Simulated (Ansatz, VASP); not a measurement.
**One calculation of Mg, two programs**

```
CELL_PARAMETERS angstrom
3.20513 0.00000 0.00000
-1.60256 2.77572 0.00000
0.00000 0.00000 5.15928
ATOMIC_POSITIONS crystal
Mg 0.33333 0.66667 0.75000
Mg 0.66667 0.33333 0.25000
```

Alike in both runs: functional PBE; k mesh 16 × 16 × 8; occupations gaussian, width 0.05 eV; no spin polarisation.

Ansatz relaxed the structure, and its values are those at the end. VASP's run is a single point on that final structure, the one shown.

|  | VASP | Ansatz |
| --- | --- | --- |
| version | VASP 6.6.1 | Ansatz 0.2.0 |
| potentials or method | VASP PAW PBE potentials, release 64 (Mg), cutoff 520 eV | scalar-relativistic, plane waves, PAW |
| valence electrons in the cell | 4 | 20 |

|  | VASP | Ansatz | Ansatz less VASP |
| --- | --- | --- | --- |
| gap on the k mesh at the Fermi level (eV) | none | none | - |
| pressure (GPa) | -0.1 | 0.0 | +0.13 |

A gap of «none» marks a metal or a gap that the smearing closes. VASP's potentials hold 4 valence electrons a cell and Ansatz's 20, so a difference there can come from the potentials and not from the codes.
